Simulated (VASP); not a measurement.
# S (Pm-3m) in VASP: a series of runs

Runs on S. Level: PBE. Tasks: single point.

Everything below comes from runs of VASP 6.6.1. Logs are shortened: lines on timing, memory, paths and dates and some standing lists are left out, and cuts for length are marked.

## (1) The cell of the first run

Symmetry: Pm-3m, No. 221, cubic system. The conventional cell has a = 1.999 Å, b = 1.999 Å, c = 1.999 Å, α = 90.00°, β = 90.00°, γ = 90.00°. S (site symmetry m-3m) has 6 S at 2.00 Å within 2.6 Å.

## (2) Single point, PBE

INCAR reads:

```
ALGO = Normal
EDIFF = 1E-6
ENCUT = 520
GGA = PE
ISIF = 2
ISMEAR = -1
LASPH = T
LCHARG = F
LREAL = F
LWAVE = F
NBANDS = 13
NELM = 60
PREC = Accurate
SIGMA = 0.08
```

KPOINTS reads:

```
k-points
0
Gamma
  16 16 16
```

POSCAR reads:

```
S
1.0
    1.4135913556     -0.8161373497      2.3082946047
    0.0000000000      1.6322746994      2.3082946046
   -1.4135913556     -0.8161373497      2.3082946047
S
2
Direct
    0.2499992997      0.2499992997      0.2499992997
   -0.2499992997     -0.2499992997     -0.2499992997
```

Potentials or basis: VASP PAW PBE potentials, release 64 (S).

Started as:

```sh
cat potpaw_PBE.64/S/POTCAR > POTCAR
mpirun -np 1 vasp_std > vasp.out
```

OUTCAR:

```text
EDIFF = 1E-6
   ENCUT = 520
   GGA = PE
   ISIF = 2
   ISMEAR = -1
   LASPH = T
   LREAL = F
   NELM = 60
   PREC = Accurate

 ion  position               nearest neighbor table
   1  0.250  0.250  0.250-   2 2.00   2 2.00   2 2.00   2 2.00   2 2.00   2 2.00
   2  0.750  0.750  0.750-   1 2.00   1 2.00   1 2.00   1 2.00   1 2.00   1 2.00

  LATTYP: Found a trigonal (rhomboedric) cell.
 ALAT       =     2.8271088901
 COS(alpha) =     0.4999738877

  Lattice vectors:

 A1 = (   1.4135913556,  -0.8161373497,   2.3082946047)
 A2 = (   0.0000000000,   1.6322746994,   2.3082946046)
 A3 = (  -1.4135913556,  -0.8161373497,   2.3082946047)

Analysis of symmetry for initial positions (statically):
=====================================================================
 Subroutine PRICEL returns following result:

  LATTYP: Found a trigonal (rhomboedric) cell.
 ALAT       =     1.9990883676
 COS(alpha) =    -0.0000261116

  Lattice vectors:

 A1 = (   1.4135913556,   0.8161373497,   1.1541376033)
 A2 = (  -1.4135913556,   0.8161373497,   1.1541570013)
 A3 = (   0.0000000000,  -1.6322746994,   1.1541376034)

   2 primitive cells build up your supercell.

 Routine SETGRP: Setting up the symmetry group for a
 trigonal (rhombohedral) supercell.

 Subroutine GETGRP returns: Found 12 space group operations
 (whereof 12 operations were pure point group operations)
 out of a pool of 12 trial point group operations.

The static configuration has the point symmetry D_3d.

Analysis of symmetry for dynamics (positions and initial velocities):
=====================================================================
 Subroutine PRICEL returns following result:

  LATTYP: Found a trigonal (rhomboedric) cell.
 ALAT       =     1.9990883676
 COS(alpha) =    -0.0000261116

  Lattice vectors:

 A1 = (   1.4135913556,   0.8161373497,   1.1541376033)
 A2 = (  -1.4135913556,   0.8161373497,   1.1541570013)
 A3 = (   0.0000000000,  -1.6322746994,   1.1541376034)

   2 primitive cells build up your supercell.

 Routine SETGRP: Setting up the symmetry group for a
 trigonal (rhombohedral) supercell.

 Subroutine GETGRP returns: Found 12 space group operations
 (whereof 12 operations were pure point group operations)
 out of a pool of 12 trial point group operations.

The dynamic configuration has the point symmetry D_3d.

 Subroutine INISYM returns: Found 12 space group operations
 (whereof 12 operations are pure point group operations),
 and found     2 'primitive' translations

----------------------------------------------------------------------------------------

                                     Primitive cell

  volume of cell :       7.9891

  direct lattice vectors                    reciprocal lattice vectors
     1.413591356  0.816137350  1.154137603     0.353710992  0.204212848  0.288814319
    -1.413591356  0.816137350  1.154157001    -0.353707029  0.204212848  0.288814319
     0.000000000 -1.632274699  1.154137603     0.000001982 -0.408429129  0.288814319

  length of vectors
     1.999088368  1.999099567  1.999088368     0.500228012  0.500225210  0.500228012

  position of ions in fractional coordinates (direct lattice)
     0.500000000  0.500000000  0.500000000

  ion indices of the primitive-cell ions
   primitive index   ion index
                 1           1

----------------------------------------------------------------------------------------

 KPOINTS: k-points

Automatic generation of k-mesh.
 Grid dimensions read from file:
 generate k-points for:   16   16   16

 Generating k-lattice:

  Cartesian coordinates                     Fractional coordinates (reciprocal lattice)
     0.022106813 -0.012763375  0.009025422     0.062500000  0.000000000  0.000000000
     0.000000000  0.025526749  0.009025422     0.000000000  0.062500000  0.000000000
    -0.022106813 -0.012763375  0.009025422     0.000000000  0.000000000  0.062500000

  Length of vectors
     0.027075324  0.027075324  0.027075324

  Shift w.r.t. Gamma in fractional coordinates (k-lattice)
     0.000000000  0.000000000  0.000000000

 Subroutine IBZKPT returns following result:
 ===========================================

 Found    417 irreducible k-points:

 Following reciprocal coordinates:
            Coordinates               Weight
  0.000000  0.000000  0.000000      1.000000
  0.062500  0.000000  0.000000      6.000000
  0.125000  0.000000  0.000000      6.000000
  0.187500  0.000000  0.000000      6.000000
  0.250000  0.000000  0.000000      6.000000
  0.312500  0.000000  0.000000      6.000000
[... 16 lines left out ...]
 -0.125000  0.062500 -0.000000     12.000000
 -0.062500  0.062500  0.000000      6.000000
 [... further k-points ...]
   k-points           NKPTS =    417   k-points in BZ     NKDIM =    417   number of bands    NBANDS=     13
   number of dos      NEDOS =    301   number of ions     NIONS =      2
   total plane-waves  NPLWV =  13824
   dimension x,y,z NGX =    24 NGY =   24 NGZ =   24
   dimension x,y,z NGXF=    48 NGYF=   48 NGZF=   48
   ions per type =               2
   NGX,Y,Z   is equivalent  to a cutoff of  14.11, 14.11, 14.11 a.u.
   NGXF,Y,Z  is equivalent  to a cutoff of  28.23, 28.23, 28.23 a.u.
 SYSTEM =  unknown system
   PREC   = accura    normal or accurate (medium, high low for compatibility)
   ISTART =      0    job   : 0-new  1-cont  2-samecut
   ICHARG =      2    charge: 1-file 2-atom 10-const
   ISPIN  =      1    spin polarized calculation?
   LNONCOLLINEAR =      F non collinear calculations
   LSORBIT =      F    spin-orbit coupling
   LASPH  =      T    aspherical Exc in radial PAW
   ENCUT  =  520.0 eV  38.22 Ry    6.18 a.u.   5.26  5.26  5.26*2*pi/ulx,y,z
   NELM   =     60;   NELMIN=  2; NELMDL= -5     # of ELM steps
   EDIFF  = 0.1E-05   stopping-criterion for ELM
   LREAL  =      F    real-space projection
[... 7 lines left out ...]
   TEBEG  =    0.0;   TEEND  =   0.0 temperature during run
   PSTRESS=    0.0 pullay stress
   NELECT =      12.0000    total number of electrons
   NUPDOWN=      -1.0000    fix difference up-down
   EMIN   =  10.00;   EMAX   =-10.00  energy-range for DOS
   EFERMI =   0.00;   METHOD = LEGACY
   ISMEAR =    -1;   SIGMA  =   0.08  broadening in eV -4-tet -1-fermi 0-gaus
   EFERMI_NEDOS =   21; number of points for ismear=-14 and -15
   IALGO  =     38    algorithm
   IMIX   =      4    mixing-type and parameters
     AMIX     =   0.40;   BMIX     =  1.00
     AMIX_MAG =   1.60;   BMIX_MAG =  1.00
  volume/ion in A,a.u.               =       7.99        53.91
  Fermi-wavevector in a.u.,A,eV,Ry     =   1.488077  2.812058 30.128372  2.214373
  Thomas-Fermi vector in A             =   2.601157
   LORBIT       =      0    0 simple, 1 ext, 2 COOP (PROOUT), +10 PAW based schemes
   GGA     = PE    functional components
[... 5 lines left out ...]
 non-spin polarized calculation
  energy-cutoff  :      520.00
  volume of cell :       15.98
 maximum number of plane-waves:       445
 NGX is ok and might be reduce to    24
   NGX = 11   NGY = 11   NGZ = 11

 number of electron      11.9999998 magnetization

 Free energy of the ion-electron system (eV)
  ---------------------------------------------------
  ext. energy  EPLUGINS =         0.00000000
  ---------------------------------------------------
  free energy    TOTEN  =        -0.07965096 eV

  energy without entropy =       -0.06879528  energy(sigma->0) =       -0.07422312

 E-fermi :  21.6186     XC(G=0): -14.4618

 val. band max:       21.5699625736   @ k =  -0.0625   0.0625   0.0000
 cond. band min:      21.6327320857   @ k =   0.4375   0.4375   0.4375
 fundamental gap:      0.0627695121
 Fermi energy:        21.6186354351

 k-point     1 :       0.0000    0.0000    0.0000
  band No.  band energies     occupation
      1      -6.1882      2.00000
      2      14.5199      2.00000
      3      14.5199      2.00000
      4      14.5211      2.00000
      5      20.8779      1.99981
      6      22.3880      0.00013
      7      22.3880      0.00013
      8      22.3891      0.00013
      9      25.4738      0.00000
     10      25.4738      0.00000
     11      25.8059      0.00000
     12      25.8063      0.00000
     13      25.8063      0.00000

 k-point     2 :       0.0625    0.0000    0.0000
  band No.  band energies     occupation
      1      -6.0870      2.00000
      2      13.7015      2.00000
      3      14.4733      2.00000
      4      14.4743      2.00000
      5      21.1938      1.99017
      6      22.6306      0.00001
      7      22.6316      0.00001
      8      22.7132      0.00000
      9      23.6942      0.00000
     10      23.6943      0.00000
     11      25.6296      0.00000
     12      27.7626      0.00000
     13      27.7629      0.00000

 k-point     3 :       0.1250    0.0000    0.0000
  band No.  band energies     occupation
      1      -5.7839      2.00000
      2      11.8951      2.00000
      3      14.3611      2.00000
      4      14.3621      2.00000
      5      21.2293      1.98472
      6      21.9397      0.03549
      7      21.9397      0.03549
      8      23.3306      0.00000
      9      23.3316      0.00000
     10      24.0359      0.00000
     11      25.1474      0.00000
     12      30.0467      0.00000
     13      30.0470      0.00000

 k-point     4 :       0.1875    0.0000    0.0000
  band No.  band energies     occupation
      1      -5.2795      2.00000
      2       9.7883      2.00000
      3      14.2453      2.00000
      4      14.2461      2.00000
      5      20.3659      2.00000
      6      20.3660      2.00000
      7      20.9931      1.99920
      8      24.4255      0.00000
      9      24.4266      0.00000
     10      24.4673      0.00000
     11      25.8416      0.00000
     12      32.4949      0.00000
     13      32.4953      0.00000

 k-point     5 :       0.2500    0.0000    0.0000
  band No.  band energies     occupation
      1      -4.5758      2.00000
      2       7.6464      2.00000
      3      14.1871      2.00000
      4      14.1878      2.00000
      5      18.9754      2.00000
      6      18.9755      2.00000
      7      20.7679      1.99995
      8      23.7010      0.00000
      9      25.8530      0.00000
     10      25.8541      0.00000
     11      27.7644      0.00000
     12      35.0852      0.00000
     13      35.0856      0.00000
[... 257 lines left out ...]
 k-point    22 :      -0.1875    0.0625   -0.0000
  band No.  band energies     occupation
      1      -4.9778      2.00000
      2       9.1070      2.00000
      3      12.8955      2.00000
      4      15.0870      2.00000
      5      18.6411      2.00000
      6      20.4363      2.00000
      7      21.4133      1.85731
      8      24.1665      0.00000
      9      24.7079      0.00000
     10      25.0128      0.00000
     11      27.6282      0.00000
     12      31.9022      0.00000
     13      34.8024      0.00000

 k-point    23 :      -0.1250    0.0625   -0.0000
  band No.  band energies     occupation
      1      -5.5485      2.00000
      2      11.1845      2.00000
      3      13.1933      2.00000
      4      14.9539      2.00000
      5      20.1435      2.00000
      6      21.6358      0.89290
      7      21.8351      0.12531
      8      23.1921      0.00000
      9      23.3668      0.00000
     10      25.7119      0.00000
     11      25.7225      0.00000
     12      29.5685      0.00000
     13      32.2934      0.00000

 k-point    24 :      -0.0625    0.0625    0.0000
  band No.  band energies     occupation
      1      -5.9186      2.00000
      2      12.9167      2.00000
      3      13.7138      2.00000
      4      14.7598      2.00000
      5      21.5700      1.29516
      6      21.8292      0.13425
      7      22.6227      0.00001
      8      22.6700      0.00000
      9      23.2197      0.00000
     10      23.9736      0.00000
     11      26.0245      0.00000
     12      27.8288      0.00000
     13      29.9425      0.00000

 [... further k-points ...]

------------------------ aborting loop because EDIFF is reached ----------------------------------------

  FORCE on cell =-STRESS in cart. coord.  units (eV):
  Direction    XX          YY          ZZ          XY          YZ          ZX
  --------------------------------------------------------------------------------------
  -------------------------------------------------------------------------------------
  Total       19.5816137     19.5816137     19.5825880      0.0000000     -0.0000000      0.0000000
  in kB     1963.4933772   1963.4933773   1963.5910748      0.0000000     -0.0000001      0.0000000
  external PRESSURE =    1963.5259431 kB  Pullay stress =       0.0000000 kB

 VOLUME and BASIS-vectors are now :
 -----------------------------------------------------------------------------
  energy-cutoff  :      520.00
  volume of cell :       15.98
      direct lattice vectors                 reciprocal lattice vectors
     1.413591356 -0.816137350  2.308294605     0.353709011 -0.204213993  0.144406755
     0.000000000  1.632274699  2.308294605     0.000000000  0.408427985  0.144406755
    -1.413591356 -0.816137350  2.308294605    -0.353709011 -0.204213993  0.144406755

 POSITION                                       TOTAL-FORCE (eV/Angst)
 -----------------------------------------------------------------------------------
      0.00000      0.00000      1.73122         0.000000      0.000000     -0.000000
      0.00000      0.00000      5.19367         0.000000      0.000000      0.000000
 -----------------------------------------------------------------------------------
    total drift:                                0.000000     -0.000000      0.000000

  FREE ENERGIE OF THE ION-ELECTRON SYSTEM (eV)
  ---------------------------------------------------
  free  energy   TOTEN  =        -0.0796509610 eV

  energy  without entropy=       -0.0687952840  energy(sigma->0) =       -0.07422312
```

Run time: 49 s. Hardware: 1 thread of Intel Xeon Platinum 8375C at 2.90GHz (Ice Lake), shared host; peak memory 0.18 GiB.

What came out:

| Quantity | Value |
| --- | --- |
| Free energy | -0.0797 eV |
| Pressure | 196.4 GPa |
| Band gap on the k mesh | zero (band 6 reaches 22.63 eV, above the bottom of band 7 at 20.65 eV) |

## (3) Single point, PBE

INCAR reads:

```
SYSTEM = S
PREC = Accurate
ENCUT = 520
EDIFF = 1E-6
ISMEAR = -1
SIGMA = 0.08
LREAL = .FALSE.
LASPH = .TRUE.
NELM = 60
ALGO = Normal
ISIF = 2
LWAVE = .FALSE.
LCHARG = .FALSE.
GGA = PE
NBANDS = 13
```

KPOINTS reads:

```
regular mesh
0
G
  16 16 16
  0 0 0
```

POSCAR reads:

```
S
1.0
    1.4138673932     -0.8162967200      2.3087895221
    0.0000000000      1.6325934401      2.3087895221
   -1.4138673932     -0.8162967200      2.3087895221
S
2
Direct
    0.2500000000      0.2500000000      0.2500000000
   -0.2500000000     -0.2500000000     -0.2500000000
```

Potentials or basis: VASP PAW PBE potentials, release 64 (S).

Started as:

```sh
cat potpaw_PBE.64/S/POTCAR > POTCAR
mpirun -np 1 vasp_std > vasp.out
```

It took 48 s on 1 thread of Intel Xeon Platinum 8375C at 2.90GHz (Ice Lake), shared host; peak memory 0.18 GiB.

It converged, with:

```
Free energy            : -0.0915 eV
Pressure               : 196.0 GPa
Band gap on the k mesh : zero (band 6 reaches 22.62 eV, above the bottom of band 7 at 20.63 eV)
```

Levels at points of the mesh, in eV from the Fermi level:
| k point | band 2 | band 3 | band 4 | band 5 | band 6 | band 7 | band 8 | band 9 | band 10 | band 11 |
| --- | --- | --- | --- | --- | --- | --- | --- | --- | --- | --- |
| (0.00, 0.00, 0.00) | -7.10 | -7.10 | -7.10 | -0.75 | 0.77 | 0.77 | 0.77 | 3.86 | 3.86 | 4.18 |
| (0.50, 0.00, 0.00) | -21.44 | -6.38 | -6.38 | -6.38 | -6.38 | -0.46 | -0.46 | 12.49 | 12.49 | 12.49 |
| (0.50, 0.50, 0.50) | -21.44 | -6.38 | -6.38 | -6.38 | -6.38 | -0.46 | -0.46 | 12.49 | 12.49 | 12.49 |
| (0.50, 0.50, 0.00) | -17.70 | -12.44 | -12.20 | -12.20 | -4.74 | 7.72 | 9.17 | 9.17 | 13.98 | 15.47 |
